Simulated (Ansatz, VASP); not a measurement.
One calculation of ZrO2, two programs

```xyz
3
Lattice="0.0000 2.3505 2.3505 2.3505 0.0000 2.3505 2.3505 2.3505 0.0000" Properties=species:S:1:pos:R:3 pbc="T T T"
Zr    0.0000    0.0000    0.0000
O     1.1753    1.1753    1.1753
O     3.5258    3.5258    3.5258
```

Alike in both runs: task single point; functional PBEsol; k mesh 8 × 8 × 8; occupations gaussian, width 0.05 eV; no spin polarisation.

|  | VASP | Ansatz |
| --- | --- | --- |
| version | VASP 6.6.1 | Ansatz 0.2.0 |
| potentials or method | VASP PAW PBE potentials, release 64 (Zr_sv, O), cutoff 600 eV | scalar-relativistic, plane waves, PAW |
| valence electrons in the cell | 24 | 24 |

VASP gave:

```
gap on the k mesh at the Fermi level (eV) : 3.85
least direct gap on the mesh (eV)         : 4.48
```

Question: What did Ansatz give for the same quantities?

Answer: gap on the k mesh at the Fermi level (eV): 3.86; least direct gap on the mesh (eV): 4.49.

VASP's potentials were made for PBE, not for PBEsol.
